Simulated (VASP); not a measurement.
# CdS (Fm-3m) in VASP: a series of runs, part 2 of 2

VASP 6.6.1.

## Step 3: Electric field gradients, r2SCAN

This run uses another cell than the first one, of 20.87 Å³/atom.

POSCAR

```
CdS
1.0
    0.0000000000      2.7532440000      2.7532440000
    2.7532440000      0.0000000000      2.7532440000
    2.7532440000      2.7532440000      0.0000000000
Cd S
1 1
Direct
    0.0000000000      0.0000000000      0.0000000000
    0.5000000000      0.5000000000      0.5000000000
```

INCAR.step1

```
ALGO = Normal ; EDIFF = 1E-4
ENCUT = 520 ; GGA = PE
ISMEAR = -1 ; LASPH = True
LCHARG = False ; LREAL = False
LWAVE = True ; NBANDS = 16
NELM = 60 ; PREC = Accurate
SIGMA = 0.02
```

INCAR.step2

```
ALGO = Normal ; EDIFF = 1E-8
ENCUT = 520 ; ISIF = 2
ISMEAR = -1 ; ISTART = 1
LASPH = True ; LCHARG = False
LEFG = True ; LMIXTAU = True
LREAL = False ; LWAVE = False
METAGGA = R2SCAN ; NBANDS = 16
NELM = 60 ; PREC = Accurate
SIGMA = 0.02
```

KPOINTS

```
k-points
0
Gamma
  9 9 9
```

Potentials or basis: VASP PAW PBE potentials, release 64 (Cd, S).

Launch:

```bash
cat potpaw_PBE.64/Cd/POTCAR potpaw_PBE.64/S/POTCAR > POTCAR
cp INCAR.step1 INCAR
mpirun -np 1 vasp_std > vasp.out
cp INCAR.step2 INCAR
mpirun -np 1 vasp_std > vasp.out
```

OUTCAR:

```text
EDIFF = 1E-8
   ENCUT = 520
   ISIF = 2
   ISMEAR = -1
   ISTART = 1
   LASPH = True
   LREAL = False
   METAGGA = R2SCAN
   NELM = 60
   PREC = Accurate

 ion  position               nearest neighbor table
   1  0.000  0.000  0.000-   2 2.75   2 2.75   2 2.75   2 2.75   2 2.75   2 2.75
   2  0.500  0.500  0.500-   1 2.75   1 2.75   1 2.75   1 2.75   1 2.75   1 2.75

  LATTYP: Found a face centered cubic cell.
 ALAT       =     5.5064880000

  Lattice vectors:

 A1 = (   0.0000000000,   2.7532440000,   2.7532440000)
 A2 = (   2.7532440000,   0.0000000000,   2.7532440000)
 A3 = (   2.7532440000,   2.7532440000,   0.0000000000)

Analysis of symmetry for initial positions (statically):
=====================================================================
 Subroutine PRICEL returns:
 Original cell was already a primitive cell.

 Routine SETGRP: Setting up the symmetry group for a
 face centered cubic supercell.

 Subroutine GETGRP returns: Found 48 space group operations
 (whereof 48 operations were pure point group operations)
 out of a pool of 48 trial point group operations.

The static configuration has the point symmetry O_h .

Analysis of symmetry for dynamics (positions and initial velocities):
=====================================================================
 Subroutine PRICEL returns:
 Original cell was already a primitive cell.

 Routine SETGRP: Setting up the symmetry group for a
 face centered cubic supercell.

 Subroutine GETGRP returns: Found 48 space group operations
 (whereof 48 operations were pure point group operations)
 out of a pool of 48 trial point group operations.

The dynamic configuration has the point symmetry O_h .

 Subroutine INISYM returns: Found 48 space group operations
 (whereof 48 operations are pure point group operations),
 and found     1 'primitive' translations

----------------------------------------------------------------------------------------

                                     Primitive cell

  volume of cell :      41.7411

  direct lattice vectors                    reciprocal lattice vectors
     0.000000000  2.753244000  2.753244000    -0.181603955  0.181603955  0.181603955
     2.753244000  0.000000000  2.753244000     0.181603955 -0.181603955  0.181603955
     2.753244000  2.753244000  0.000000000     0.181603955  0.181603955 -0.181603955

  length of vectors
     3.893675005  3.893675005  3.893675005     0.314547277  0.314547277  0.314547277

  position of ions in fractional coordinates (direct lattice)
     0.000000000  0.000000000  0.000000000
     0.500000000  0.500000000  0.500000000

  ion indices of the primitive-cell ions
   primitive index   ion index
                 1           1
                 2           2

----------------------------------------------------------------------------------------

 KPOINTS: k-points

Automatic generation of k-mesh.
 Grid dimensions read from file:
 generate k-points for:    9    9    9
[... 71 lines left out ...]
   ISYM   =      2    0-nonsym 1-usesym 2-fastsym
   POTIM  = 0.5000    time-step for ionic-motion
   TEBEG  =    0.0;   TEEND  =   0.0 temperature during run
   PSTRESS=    0.0 pullay stress
   NELECT =      18.0000    total number of electrons
   NUPDOWN=      -1.0000    fix difference up-down
   EMIN   =  10.00;   EMAX   =-10.00  energy-range for DOS
   EFERMI =   0.00;   METHOD = LEGACY
   ISMEAR =    -1;   SIGMA  =   0.02  broadening in eV -4-tet -1-fermi 0-gaus
   EFERMI_NEDOS =   21; number of points for ismear=-14 and -15
   IALGO  =     38    algorithm
   IMIX   =      4    mixing-type and parameters
     AMIX     =   0.40;   BMIX     =  1.00
     AMIX_MAG =   1.60;   BMIX_MAG =  1.00
  volume/ion in A,a.u.               =      20.87       140.84
  Fermi-wavevector in a.u.,A,eV,Ry     =   1.236833  2.337275 20.813583  1.529755
  Thomas-Fermi vector in A             =   2.371425
   LORBIT       =      0    0 simple, 1 ext, 2 COOP (PROOUT), +10 PAW based schemes
   METAGGA = R2SCAN    functional components
   LHFCALC =     F    Hartree Fock is set to
   AEXX    =    0.0000 exact exchange contribution
   IVDW    =     0    specifies the selected vdW correction
   LEPSILON=     F    determine dielectric tensor
   LRPA    =     F    only Hartree local field effects (RPA)
 non-spin polarized calculation
  energy-cutoff  :      520.00
  volume of cell :       41.74
 maximum number of plane-waves:      1139
 NGX is ok and might be reduce to    30
   NGX = 15   NGY = 15   NGZ = 15

 number of electron      18.0000005 magnetization

 Free energy of the ion-electron system (eV)
  ---------------------------------------------------
  ext. energy  EPLUGINS =         0.00000000
  ---------------------------------------------------
  free energy    TOTEN  =       -29.51968516 eV

  energy without entropy =      -29.51968516  energy(sigma->0) =      -29.51968516

 E-fermi :   2.9468     XC(G=0): -10.8507

 val. band max:        2.4656163881   @ k =  -0.3333   0.1111   0.0000
 cond. band min:       3.3546379125   @ k =   0.4444   0.4444   0.0000
 fundamental gap:      0.8890215244
 Fermi energy:         2.9468201305

 k-point     1 :       0.0000    0.0000    0.0000
  band No.  band energies     occupation
      1     -10.6690      2.00000
      2      -5.3381      2.00000
      3      -5.3381      2.00000
      4      -5.3381      2.00000
      5      -5.3373      2.00000
      6      -5.3373      2.00000
[... 433 lines left out ...]
      3      -5.2391      2.00000
      4      -5.0987      2.00000
      5      -5.0987      2.00000
      6      -4.5654      2.00000
[... 8 lines left out ...]
     15      17.3363      0.00000
     16      18.0338      0.00000

 [... further k-points ...]

------------------------ aborting loop because EDIFF is reached ----------------------------------------

  FORCE on cell =-STRESS in cart. coord.  units (eV):
  Direction    XX          YY          ZZ          XY          YZ          ZX
  --------------------------------------------------------------------------------------
  -------------------------------------------------------------------------------------
  Total       -0.4746020     -0.4746020     -0.4746020     -0.0000000      0.0000000     -0.0000000
  in kB      -18.2169676    -18.2169676    -18.2169676     -0.0000000      0.0000000     -0.0000000
  external PRESSURE =     -18.2169676 kB  Pullay stress =       0.0000000 kB

 VOLUME and BASIS-vectors are now :
 -----------------------------------------------------------------------------
  energy-cutoff  :      520.00
  volume of cell :       41.74
      direct lattice vectors                 reciprocal lattice vectors
     0.000000000  2.753244000  2.753244000    -0.181603955  0.181603955  0.181603955
     2.753244000  0.000000000  2.753244000     0.181603955 -0.181603955  0.181603955
     2.753244000  2.753244000  0.000000000     0.181603955  0.181603955 -0.181603955

 POSITION                                       TOTAL-FORCE (eV/Angst)
 -----------------------------------------------------------------------------------
      0.00000      0.00000      0.00000        -0.000000     -0.000000     -0.000000
      2.75324      2.75324      2.75324         0.000000      0.000000      0.000000
 -----------------------------------------------------------------------------------
    total drift:                               -0.000000      0.000000      0.000000

  FREE ENERGIE OF THE ION-ELECTRON SYSTEM (eV)
  ---------------------------------------------------
  free  energy   TOTEN  =       -29.5196851609 eV

  energy  without entropy=      -29.5196851609  energy(sigma->0) =      -29.51968516

 Electric field gradients (V/A^2)
---------------------------------------------------------------------
 ion       V_xx      V_yy      V_zz      V_xy      V_xz      V_yz
---------------------------------------------------------------------
   1      -0.000    -0.000     0.000     0.002     0.002     0.002
   2      -0.000     0.000    -0.000    -0.000    -0.000    -0.000
---------------------------------------------------------------------

 Electric field gradients after diagonalization (V/A^2)
 (convention: |V_zz| > |V_xx| > |V_yy|)
----------------------------------------------------------------------
 ion       V_xx      V_yy      V_zz     asymmetry (V_yy - V_xx)/ V_zz
----------------------------------------------------------------------
   1      -0.002    -0.002     0.003       0.000
   2       0.000     0.000    -0.001       0.000
----------------------------------------------------------------------

           NMR quadrupolar parameters

 Cq : quadrupolar parameter    Cq=e*Q*V_zz/h
 eta: asymmetry parameters     (V_yy - V_xx)/ V_zz
 Q  : nuclear electric quadrupole moment in mb (millibarn)
----------------------------------------------------------------------
 ion       Cq(MHz)       eta       Q (mb)
----------------------------------------------------------------------
   1       0.000       0.000       1.000
   2      -0.000       0.000       1.000
----------------------------------------------------------------------
```

OUTCAR.step1:

```text
EDIFF = 1E-4
   ENCUT = 520
   GGA = PE
   ISMEAR = -1
   LASPH = True
[... 677 lines left out ...]
      0.00000      0.00000      0.00000         0.000000     -0.000000     -0.000000
      2.75324      2.75324      2.75324        -0.000000      0.000000      0.000000
 -----------------------------------------------------------------------------------
    total drift:                               -0.000000      0.000000      0.000000

  FREE ENERGIE OF THE ION-ELECTRON SYSTEM (eV)
  ---------------------------------------------------
  free  energy   TOTEN  =        -5.8771167251 eV

  energy  without entropy=       -5.8771161275  energy(sigma->0) =       -5.87711643
```

Run time: 2.6 min. Hardware: 1 thread of AMD EPYC 7R43 (Zen 3), shared host; peak memory 0.14 GiB.

Results:

```
Free energy                             : -29.5197 eV
Pressure                                : -1.8 GPa
Band gap on the k mesh                  : 0.89 eV (least direct gap 2.15 eV)
Largest electric field gradient by atom : zero within the noise of the run
```

Levels at points of the mesh, in eV from the valence-band top:
```
           k point  band 5  band 6  band 7  band 8  band 9  band 10  band 11  band 12  band 13  band 14
(0.00, 0.00, 0.00)   -7.80   -7.80   -0.70   -0.70   -0.70     1.45     9.72     9.72     9.72    11.97
```

Caveat: the PAW data sets were made with another functional, which shifts forces and pressure a little; an odd mesh through Γ misses points on the zone boundary, where band edges can lie.

## Step 4: Electric field gradients, r2SCAN (22.12 Å³/atom)

This run uses another cell than the first one, of 22.12 Å³/atom.

POSCAR

```
CdS
1.0
    0.0000000000      2.8072428857      2.8072428857
    2.8072428857      0.0000000000      2.8072428857
    2.8072428857      2.8072428857      0.0000000000
Cd S
1 1
Direct
    0.0000000000      0.0000000000      0.0000000000
    0.5000000000      0.5000000000      0.5000000000
```

INCAR.step1

```
PREC = Accurate ; ENCUT = 520
ISMEAR = -1 ; SIGMA = 0.02
LREAL = F ; LASPH = T
NELM = 100 ; NBANDS = 16
GGA = PE ; ALGO = Normal
EDIFF = 1E-4 ; LWAVE = T
LCHARG = F
```

INCAR.step2

```
PREC = Accurate ; ENCUT = 520
EDIFF = 1E-8 ; ISMEAR = -1
SIGMA = 0.02 ; LREAL = F
LASPH = T ; NELM = 100
ALGO = Normal ; ISIF = 2
LWAVE = F ; LCHARG = F
METAGGA = R2SCAN ; LMIXTAU = T
LEFG = T ; NBANDS = 16
ISTART = 1
```

KPOINTS

```
regular mesh
0
Gamma
  9 9 9
```

Potentials or basis: VASP PAW PBE potentials, release 64 (Cd, S).

Launch:

```bash
cat potpaw_PBE.64/Cd/POTCAR potpaw_PBE.64/S/POTCAR > POTCAR
cp INCAR.step1 INCAR
mpirun -np 1 vasp_std > vasp.out
cp INCAR.step2 INCAR
mpirun -np 1 vasp_std > vasp.out
```

OUTCAR:

```text
PREC = Accurate
   ENCUT = 520
   EDIFF = 1E-8
   ISMEAR = -1
   LREAL = F
   LASPH = T
   NELM = 100
   ISIF = 2
   METAGGA = R2SCAN
   ISTART = 1

 ion  position               nearest neighbor table
   1  0.000  0.000  0.000-   2 2.81   2 2.81   2 2.81   2 2.81   2 2.81   2 2.81
   2  0.500  0.500  0.500-   1 2.81   1 2.81   1 2.81   1 2.81   1 2.81   1 2.81

  LATTYP: Found a face centered cubic cell.
 ALAT       =     5.6144857714

  Lattice vectors:

 A1 = (   0.0000000000,   2.8072428857,   2.8072428857)
 A2 = (   2.8072428857,   0.0000000000,   2.8072428857)
 A3 = (   2.8072428857,   2.8072428857,   0.0000000000)

Analysis of symmetry for initial positions (statically):
=====================================================================
 Subroutine PRICEL returns:
 Original cell was already a primitive cell.

 Routine SETGRP: Setting up the symmetry group for a
 face centered cubic supercell.

[... 645 lines left out ...]
      direct lattice vectors                 reciprocal lattice vectors
     0.000000000  2.807242886  2.807242886    -0.178110702  0.178110702  0.178110702
     2.807242886  0.000000000  2.807242886     0.178110702 -0.178110702  0.178110702
     2.807242886  2.807242886  0.000000000     0.178110702  0.178110702 -0.178110702

 POSITION                                       TOTAL-FORCE (eV/Angst)
 -----------------------------------------------------------------------------------
      0.00000      0.00000      0.00000        -0.000000      0.000000     -0.000000
      2.80724      2.80724      2.80724         0.000000      0.000000      0.000000
 -----------------------------------------------------------------------------------
    total drift:                               -0.000000      0.000000      0.000000

  FREE ENERGIE OF THE ION-ELECTRON SYSTEM (eV)
  ---------------------------------------------------
  free  energy   TOTEN  =       -29.4607766681 eV

  energy  without entropy=      -29.4607766681  energy(sigma->0) =      -29.46077667

 Electric field gradients (V/A^2)
---------------------------------------------------------------------
 ion       V_xx      V_yy      V_zz      V_xy      V_xz      V_yz
---------------------------------------------------------------------
   1      -0.000    -0.000    -0.000     0.000     0.000     0.000
   2      -0.000    -0.000    -0.000    -0.000    -0.000    -0.000
---------------------------------------------------------------------

 Electric field gradients after diagonalization (V/A^2)
 (convention: |V_zz| > |V_xx| > |V_yy|)
----------------------------------------------------------------------
 ion       V_xx      V_yy      V_zz     asymmetry (V_yy - V_xx)/ V_zz
----------------------------------------------------------------------
   1      -0.000    -0.000     0.000       0.000
   2       0.000     0.000    -0.001       0.000
----------------------------------------------------------------------

           NMR quadrupolar parameters

 Cq : quadrupolar parameter    Cq=e*Q*V_zz/h
 eta: asymmetry parameters     (V_yy - V_xx)/ V_zz
 Q  : nuclear electric quadrupole moment in mb (millibarn)
----------------------------------------------------------------------
 ion       Cq(MHz)       eta       Q (mb)
----------------------------------------------------------------------
   1       0.000       0.000       1.000
   2      -0.000       0.000       1.000
----------------------------------------------------------------------
```

OUTCAR.step1:

```text
PREC = Accurate
   ENCUT = 520
   ISMEAR = -1
   LREAL = F
   LASPH = T
   NELM = 100
[... 675 lines left out ...]
 -----------------------------------------------------------------------------------
      0.00000      0.00000      0.00000         0.000000      0.000000      0.000000
      2.80724      2.80724      2.80724        -0.000000     -0.000000     -0.000000
 -----------------------------------------------------------------------------------
    total drift:                               -0.000000      0.000000      0.000000

  FREE ENERGIE OF THE ION-ELECTRON SYSTEM (eV)
  ---------------------------------------------------
  free  energy   TOTEN  =        -5.8463449978 eV

  energy  without entropy=       -5.8463441714  energy(sigma->0) =       -5.84634458
```

It took 2.5 min on 1 thread of AMD EPYC 7R43 (Zen 3), shared host; peak memory 0.15 GiB.

What came out:

- Free energy: -29.4608 eV
- Pressure: -5.6 GPa
- Band gap on the k mesh: 0.87 eV (least direct gap 1.76 eV)
- Largest electric field gradient by atom: zero within the noise of the run

Caveat: the cell stands under tension; the PAW data sets were made with another functional, which shifts forces and pressure a little; an odd mesh through Γ misses points on the zone boundary, where band edges can lie.

## Step 5: Summary

| cell | gap on the mesh (eV) | pressure (GPa) |
| --- | --- | --- |
| a = 3.815 Å, angles 60.0°, 2 atoms | 0.89 | 3.4 |
| a = 3.894 Å, angles 60.0°, 2 atoms | 0.89 | -1.8 |
| a = 3.970 Å, angles 60.0°, 2 atoms | 0.87 | -5.6 |

Alike in all rows: task electric field gradients; level r2SCAN; potentials or basis VASP PAW PBE potentials, release 64 (Cd, S); no spin polarisation; k mesh 9 × 9 × 9; cutoff (eV) 520; smearing fermi-dirac 0.02 eV.

Caveats: the PAW data sets were made with another functional, which shifts forces and pressure a little; an odd mesh through Γ misses points on the zone boundary, where band edges can lie; the cell stands under pressure (at least some runs); the cell stands under tension (at least some runs).

Absolute energies hang on the potentials; compare differences alone.
